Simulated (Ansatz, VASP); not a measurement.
**Two plane-wave programs on B**

```xyz
2
Lattice="0.0000 2.0628 2.0628 2.0628 0.0000 2.0628 2.0628 2.0628 0.0000" Properties=species:S:1:pos:R:3 pbc="T T T"
B     0.5157    0.5157    0.5157
B     3.6098    3.6098    3.6098
```

Alike in both runs: task single point; functional revPBE; k mesh 15 × 15 × 15; occupations fermi-dirac, width 0.1 eV; no spin polarisation.

|  | VASP | Ansatz |
| --- | --- | --- |
| version | VASP 6.6.1 | Ansatz 0.2.0 |
| potentials or method | VASP PAW PBE potentials, release 64 (B), cutoff 520 eV | plane waves (420 eV) with PAW, scalar-relativistic |
| valence electrons in the cell | 6 | 6 |

```csv
,VASP,Ansatz,Ansatz less VASP
pressure (GPa),-6.4,-6.3,+0.09
```

VASP's potentials were made for PBE, not for revPBE.
